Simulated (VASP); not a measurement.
# P (P-1) in VASP: single point with r2SCAN

Aim: the single point of P with r2SCAN.

All numbers are computed with VASP 6.6.1; they aren't measurements. Logs are shortened: lines on timing, memory, paths and dates and some standing lists are left out, and cuts for length are marked.

## (1) The cell of the first run

The typed cell holds 8 atoms: a = 6.458 Å, b = 6.458 Å, c = 5.557 Å, α = 90.11°, β = 90.11°, γ = 83.26°.

## (2) Single point, r2SCAN (atoms displaced along a vibrational mode)

Contents of POSCAR:

```
P
1.0
    4.8269041647     -4.2903700230      0.0039727382
    4.8269041647      4.2903700230      0.0039727382
   -0.0191252913      0.0000000000      5.5570947015
P
8
Direct
    0.8620351731      0.8270731537      0.2497776141
    0.1379648269      0.1729268463      0.7502223859
    0.7243117259      0.7051121091      0.5725434636
    0.2756882741      0.2948878909      0.4274565364
    0.5288138857      0.7852724341      0.2545427039
    0.2344642485      0.4886026653      0.7530315837
    0.4711861143      0.2147275659      0.7454572961
    0.7655357515      0.5113973347      0.2469684163
```

Contents of INCAR.step1:

```
SYSTEM = P
PREC     = Accurate       ! precision mode
ENCUT    = 520            ! plane-wave cutoff, eV
ISMEAR   = 0              ! smearing method
SIGMA    = 0.05           ! smearing width, eV
LREAL    = .False.        ! projectors in reciprocal space
LASPH    = .True.         ! aspherical terms in the spheres
NELM     = 80             ! most SCF steps
NBANDS   = 30             ! bands
GGA      = PE             ! functional
ALGO     = Normal         ! electronic algorithm
EDIFF    = 1E-4           ! SCF threshold, eV
LWAVE    = .True.         ! write WAVECAR
LCHARG   = .False.        ! write CHGCAR
```

Contents of INCAR.step2:

```
SYSTEM = P
PREC     = Accurate       ! precision mode
ENCUT    = 520            ! plane-wave cutoff, eV
EDIFF    = 1E-7           ! SCF threshold, eV
ISMEAR   = 0              ! smearing method
SIGMA    = 0.05           ! smearing width, eV
LREAL    = .False.        ! projectors in reciprocal space
LASPH    = .True.         ! aspherical terms in the spheres
NELM     = 80             ! most SCF steps
ALGO     = Normal         ! electronic algorithm
ISIF     = 2              ! what is computed and relaxed
LWAVE    = .False.        ! write WAVECAR
LCHARG   = .False.        ! write CHGCAR
METAGGA  = R2SCAN         ! meta-GGA
LMIXTAU  = .True.       
NBANDS   = 30             ! bands
ISTART   = 1
```

Contents of KPOINTS:

```
regular mesh
0
Gamma
  4 4 4
  0 0 0
```

Potentials or basis: VASP PAW PBE potentials, release 64 (P).

Started as:

```bash
$ cat potpaw_PBE.64/P/POTCAR > POTCAR
$ cp INCAR.step1 INCAR
$ mpirun -np 1 vasp_std > vasp.out
$ cp INCAR.step2 INCAR
$ mpirun -np 1 vasp_std > vasp.out
```

OUTCAR:

```text
SYSTEM = P
   PREC = Accurate
   ENCUT = 520
   EDIFF = 1E-7
   ISMEAR = 0
   LREAL = .False.
   LASPH = .True.
   NELM = 80
   ISIF = 2
   METAGGA = R2SCAN
   ISTART = 1

 ion  position               nearest neighbor table
   1  0.862  0.827  0.250-   3 2.19   5 2.20   8 2.20
   2  0.138  0.173  0.750-   4 2.19   7 2.20   6 2.20
   3  0.724  0.705  0.573-   1 2.19   8 2.20   5 2.20
   4  0.276  0.295  0.427-   2 2.19   6 2.20   7 2.20
   5  0.529  0.785  0.255-   3 2.20   8 2.20   1 2.20
   6  0.234  0.489  0.753-   4 2.20   7 2.20   2 2.20
   7  0.471  0.215  0.745-   4 2.20   6 2.20   2 2.20
   8  0.766  0.511  0.247-   3 2.20   5 2.20   1 2.20

  LATTYP: Found a base centered monoclinic cell.
 ALAT       =     9.6538115991
 B/A-ratio  =     0.8888447799
 C/A-ratio  =     0.5756407772
 COS(beta)  =    -0.0026185419

  Lattice vectors:

 A1 = (   4.8269041647,  -4.2903700230,   0.0039727382)
 A2 = (   4.8269041647,   4.2903700230,   0.0039727382)
 A3 = (  -0.0191252913,   0.0000000000,   5.5570947015)

Analysis of symmetry for initial positions (statically):
=====================================================================
 Subroutine PRICEL returns:
 Original cell was already a primitive cell.

 Routine SETGRP: Setting up the symmetry group for a
 base centered monoclinic supercell.

 Subroutine GETGRP returns: Found  2 space group operations
 (whereof  2 operations were pure point group operations)
 out of a pool of  4 trial point group operations.

The static configuration has the point symmetry S_2 .

Analysis of symmetry for dynamics (positions and initial velocities):
=====================================================================
 Subroutine PRICEL returns:
 Original cell was already a primitive cell.

 Routine SETGRP: Setting up the symmetry group for a
 base centered monoclinic supercell.

 Subroutine GETGRP returns: Found  2 space group operations
 (whereof  2 operations were pure point group operations)
 out of a pool of  4 trial point group operations.

The dynamic configuration has the point symmetry S_2 .

 Subroutine INISYM returns: Found  2 space group operations
 (whereof  2 operations are pure point group operations),
 and found     1 'primitive' translations

----------------------------------------------------------------------------------------

                                     Primitive cell

  volume of cell :     230.1667

  direct lattice vectors                    reciprocal lattice vectors
     4.826904165 -4.290370023  0.003972738     0.103585770 -0.116540065  0.000356501
     4.826904165  4.290370023  0.003972738     0.103585770  0.116540065  0.000356501
    -0.019125291  0.000000000  5.557094701    -0.000148106  0.000000000  0.179949636

  length of vectors
     6.458041075  6.458041075  5.557127612     0.155922178  0.155922178  0.179949697

  position of ions in fractional coordinates (direct lattice)
     0.862035173  0.827073154  0.249777614
     0.137964827  0.172926846  0.750222386
     0.724311726  0.705112109  0.572543464
     0.275688274  0.294887891  0.427456536
     0.528813886  0.785272434  0.254542704
     0.234464248  0.488602665  0.753031584
     0.471186114  0.214727566  0.745457296
     0.765535752  0.511397335  0.246968416

  ion indices of the primitive-cell ions
   primitive index   ion index
                 1           1
                 2           2
                 3           3
                 4           4
                 5           5
                 6           6
                 7           7
                 8           8

----------------------------------------------------------------------------------------

 KPOINTS: regular mesh

Automatic generation of k-mesh.
 Grid dimensions read from file:
 generate k-points for:    4    4    4

 Generating k-lattice:

  Cartesian coordinates                     Fractional coordinates (reciprocal lattice)
     0.025896442 -0.029135016  0.000089125     0.250000000 -0.000000000  0.000000000
     0.025896442  0.029135016  0.000089125    -0.000000000  0.250000000  0.000000000
    -0.000037026  0.000000000  0.044987409     0.000000000  0.000000000  0.250000000

  Length of vectors
     0.038980544  0.038980544  0.044987424

  Shift w.r.t. Gamma in fractional coordinates (k-lattice)
     0.000000000  0.000000000  0.000000000

 Subroutine IBZKPT returns following result:
 ===========================================

 Found     36 irreducible k-points:

 Following reciprocal coordinates:
            Coordinates               Weight
  0.000000  0.000000  0.000000      1.000000
  0.250000 -0.000000  0.000000      2.000000
  0.000000 -0.250000 -0.000000      2.000000
  0.500000 -0.000000  0.000000      1.000000
 -0.000000  0.500000  0.000000      1.000000
  0.250000  0.250000  0.000000      2.000000
[... 16 lines left out ...]
  0.500000  0.500000  0.250000      2.000000
 -0.250000  0.500000  0.250000      2.000000
 [... further k-points ...]
   k-points           NKPTS =     36   k-points in BZ     NKDIM =     36   number of bands    NBANDS=     30
   number of dos      NEDOS =    301   number of ions     NIONS =      8
   total plane-waves  NPLWV =  96768
   dimension x,y,z NGX =    48 NGY =   48 NGZ =   42
   dimension x,y,z NGXF=    96 NGYF=   96 NGZF=   84
   ions per type =               8
   NGX,Y,Z   is equivalent  to a cutoff of  12.36, 12.36, 12.56 a.u.
   NGXF,Y,Z  is equivalent  to a cutoff of  24.71, 24.71, 25.13 a.u.
 SYSTEM =  P
   PREC   = accura    normal or accurate (medium, high low for compatibility)
   ISTART =      1    job   : 0-new  1-cont  2-samecut
   ICHARG =      0    charge: 1-file 2-atom 10-const
   ISPIN  =      1    spin polarized calculation?
   LNONCOLLINEAR =      F non collinear calculations
   LSORBIT =      F    spin-orbit coupling
   LASPH  =      T    aspherical Exc in radial PAW
   ENCUT  =  520.0 eV  38.22 Ry    6.18 a.u.  12.01 12.01 10.33*2*pi/ulx,y,z
   NELM   =     80;   NELMIN=  2; NELMDL=  0     # of ELM steps
   EDIFF  = 0.1E-06   stopping-criterion for ELM
   LREAL  =      F    real-space projection
   EDIFFG = 0.1E-05   stopping-criterion for IOM
   NSW    =      0    number of steps for IOM
   IBRION =     -1    ionic relax: 0-MD 1-quasi-New 2-CG
   NFREE  =      0    steps in history (QN), initial steepest desc. (CG)
   ISIF   =      2    stress and relaxation
   ISYM   =      2    0-nonsym 1-usesym 2-fastsym
   POTIM  = 0.5000    time-step for ionic-motion
   TEBEG  =    0.0;   TEEND  =   0.0 temperature during run
   PSTRESS=    0.0 pullay stress
   NELECT =      40.0000    total number of electrons
   NUPDOWN=      -1.0000    fix difference up-down
   EMIN   =  10.00;   EMAX   =-10.00  energy-range for DOS
   EFERMI =   0.00;   METHOD = LEGACY
   ISMEAR =     0;   SIGMA  =   0.05  broadening in eV -4-tet -1-fermi 0-gaus
   EFERMI_NEDOS =   21; number of points for ismear=-14 and -15
   IALGO  =     38    algorithm
   IMIX   =      4    mixing-type and parameters
     AMIX     =   0.40;   BMIX     =  1.00
     AMIX_MAG =   1.60;   BMIX_MAG =  1.00
  volume/ion in A,a.u.               =      28.77       194.16
  Fermi-wavevector in a.u.,A,eV,Ry     =   0.913582  1.726419 11.355849  0.834631
  Thomas-Fermi vector in A             =   2.038110
   LORBIT       =      0    0 simple, 1 ext, 2 COOP (PROOUT), +10 PAW based schemes
   METAGGA = R2SCAN    functional components
   LHFCALC =     F    Hartree Fock is set to
   AEXX    =    0.0000 exact exchange contribution
   IVDW    =     0    specifies the selected vdW correction
   LEPSILON=     F    determine dielectric tensor
   LRPA    =     F    only Hartree local field effects (RPA)
 non-spin polarized calculation
 Gauss-broadening in eV      SIGMA  =   0.05
  energy-cutoff  :      520.00
  volume of cell :      230.17
 maximum number of plane-waves:      6220
   NGX = 25   NGY = 25   NGZ = 21

 number of electron      40.0000004 magnetization

 Free energy of the ion-electron system (eV)
  ---------------------------------------------------
  ext. energy  EPLUGINS =         0.00000000
  ---------------------------------------------------
  free energy    TOTEN  =       -70.75625762 eV

  energy without entropy =      -70.75625762  energy(sigma->0) =      -70.75625762

 E-fermi :   0.9489     XC(G=0):  -8.1605

 val. band max:        0.6781144901   @ k =   0.0000   0.5000   0.5000
 cond. band min:       3.9236820358   @ k =   0.0000   0.0000   0.0000
 fundamental gap:      3.2455675457
 Fermi energy:         0.9488634502

 k-point     1 :       0.0000    0.0000    0.0000
  band No.  band energies     occupation
      1     -14.3955      2.00000
      2     -14.1791      2.00000
      3      -7.3715      2.00000
      4      -7.2677      2.00000
      5      -7.0601      2.00000
      6      -6.9047      2.00000
[... 22 lines left out ...]
     29       6.6062      0.00000
     30       7.8176      0.00000

 k-point     2 :       0.2500   -0.0000    0.0000
  band No.  band energies     occupation
      1     -14.3650      2.00000
      2     -14.2075      2.00000
      3      -7.3755      2.00000
      4      -7.2609      2.00000
      5      -7.0416      2.00000
      6      -7.0249      2.00000
[... 22 lines left out ...]
     29       6.2390      0.00000
     30       7.1357      0.00000

 k-point     3 :       0.0000   -0.2500   -0.0000
  band No.  band energies     occupation
      1     -14.3690      2.00000
      2     -14.2035      2.00000
      3      -7.3637      2.00000
      4      -7.2570      2.00000
      5      -7.0810      2.00000
      6      -6.9974      2.00000
[... 22 lines left out ...]
     29       6.3762      0.00000
     30       7.0118      0.00000

 k-point     4 :       0.5000   -0.0000    0.0000
  band No.  band energies     occupation
      1     -14.3111      2.00000
      2     -14.2592      2.00000
      3      -7.3485      2.00000
      4      -7.2815      2.00000
      5      -7.1332      2.00000
      6      -7.0046      2.00000
[... 22 lines left out ...]
     29       6.5221      0.00000
     30       6.9704      0.00000

 k-point     5 :      -0.0000    0.5000    0.0000
  band No.  band energies     occupation
      1     -14.3295      2.00000
      2     -14.2409      2.00000
      3      -7.3594      2.00000
      4      -7.2246      2.00000
      5      -7.1419      2.00000
      6      -7.0405      2.00000
[... 22 lines left out ...]
     29       6.3943      0.00000
     30       6.8389      0.00000
[... 526 lines left out ...]
     29       6.0293      0.00000
     30       6.6825      0.00000

 k-point    22 :      -0.2500    0.2500   -0.2500
  band No.  band energies     occupation
      1     -14.3091      2.00000
      2     -14.2310      2.00000
      3      -7.3954      2.00000
      4      -7.3629      2.00000
      5      -7.3325      2.00000
      6      -6.9571      2.00000
[... 22 lines left out ...]
     29       5.8813      0.00000
     30       6.6520      0.00000

 k-point    23 :       0.5000    0.5000    0.2500
  band No.  band energies     occupation
      1     -14.2808      2.00000
      2     -14.2497      2.00000
      3      -7.5053      2.00000
      4      -7.4559      2.00000
      5      -7.1664      2.00000
      6      -7.1317      2.00000
[... 22 lines left out ...]
     29       6.1642      0.00000
     30       6.3348      0.00000

 k-point    24 :      -0.2500    0.5000    0.2500
  band No.  band energies     occupation
      1     -14.2971      2.00000
      2     -14.2384      2.00000
      3      -7.4728      2.00000
      4      -7.3920      2.00000
      5      -7.2152      2.00000
      6      -7.0965      2.00000
[... 22 lines left out ...]
     29       6.2881      0.00000
     30       6.6077      0.00000

 [... further k-points ...]
[... 5 lines left out ...]
  --------------------------------------------------------------------------------------
  -------------------------------------------------------------------------------------
  Total       -1.4860946     -1.4452771     -1.0769683     -0.0328825      0.0005085     -0.0808623
  in kB      -10.3446213    -10.0604931     -7.4967162     -0.2288932      0.0035398     -0.5628780
  external PRESSURE =      -9.3006102 kB  Pullay stress =       0.0000000 kB

 VOLUME and BASIS-vectors are now :
 -----------------------------------------------------------------------------
  energy-cutoff  :      520.00
  volume of cell :      230.17
      direct lattice vectors                 reciprocal lattice vectors
     4.826904165 -4.290370023  0.003972738     0.103585770 -0.116540065  0.000356501
     4.826904165  4.290370023  0.003972738     0.103585770  0.116540065  0.000356501
    -0.019125291  0.000000000  5.557094701    -0.000148106  0.000000000  0.179949636

 POSITION                                       TOTAL-FORCE (eV/Angst)
 -----------------------------------------------------------------------------------
      8.14839     -0.15000      1.39475        -0.364266      0.041041      0.080968
      1.48630      0.15000      4.17029         0.364266     -0.041041     -0.080968
      6.88874     -0.08237      3.18736        -0.026178      0.014997     -0.297320
      2.74594      0.08237      2.37768         0.026178     -0.014997      0.297320
      6.33810      1.10030      1.41974         0.160065     -0.353225      0.099049
      3.47577      1.09035      4.18754        -0.229853     -0.316759     -0.117194
      3.29658     -1.10030      4.14530        -0.160065      0.353225     -0.099049
      6.15891     -1.09035      1.37750         0.229853      0.316759      0.117194
 -----------------------------------------------------------------------------------
    total drift:                                0.000000      0.000000     -0.000000

  FREE ENERGIE OF THE ION-ELECTRON SYSTEM (eV)
  ---------------------------------------------------
  free  energy   TOTEN  =       -70.7562576233 eV

  energy  without entropy=      -70.7562576233  energy(sigma->0) =      -70.75625762
```

It took 13 min on 1 thread of Intel Xeon 8259CL, shared host; peak memory 0.43 GiB.

Results:

| Quantity | Value |
| --- | --- |
| Free energy | -70.7563 eV |
| Pressure | -0.9 GPa |
| Largest force | 0.409 eV/Å |
| Band gap on the k mesh | 3.25 eV (least direct gap 3.55 eV) |

Forces in eV/Å, atoms in the order of the input:
```
P   -0.364  0.041  0.081
P    0.364 -0.041 -0.081
P   -0.026  0.015 -0.297
P    0.026 -0.015  0.297
P    0.160 -0.353  0.099
P   -0.230 -0.317 -0.117
P   -0.160  0.353 -0.099
P    0.230  0.317  0.117
```

Levels at points of the mesh, in eV from the valence-band top:
```
           k point  band 18  band 19  band 20  band 21  band 22  band 23
(0.00, 0.00, 0.00)    -0.62    -0.50    -0.42     3.25     3.69     3.93
(0.50, 0.00, 0.00)    -0.51    -0.48    -0.40     3.76     3.76     4.15
(0.00, 0.50, 0.00)    -0.63    -0.37    -0.34     3.67     4.00     4.05
(0.50, 0.50, 0.00)    -0.67    -0.35    -0.28     3.52     3.88     3.90
(0.00, 0.00, 0.50)    -0.91    -0.45    -0.28     4.20     4.37     4.46
(0.50, 0.00, 0.50)    -0.46    -0.30    -0.20     3.62     3.84     4.21
(0.00, 0.50, 0.50)    -0.44    -0.40     0.00     3.55     3.81     4.40
(0.50, 0.50, 0.50)    -0.68    -0.58    -0.54     3.80     3.86     3.97
```

Caveat: the cell differs from its parent crystal (atoms displaced along a vibrational mode); the PAW data sets were made with another functional, which shifts forces and pressure a little. A k mesh can miss the band edges.
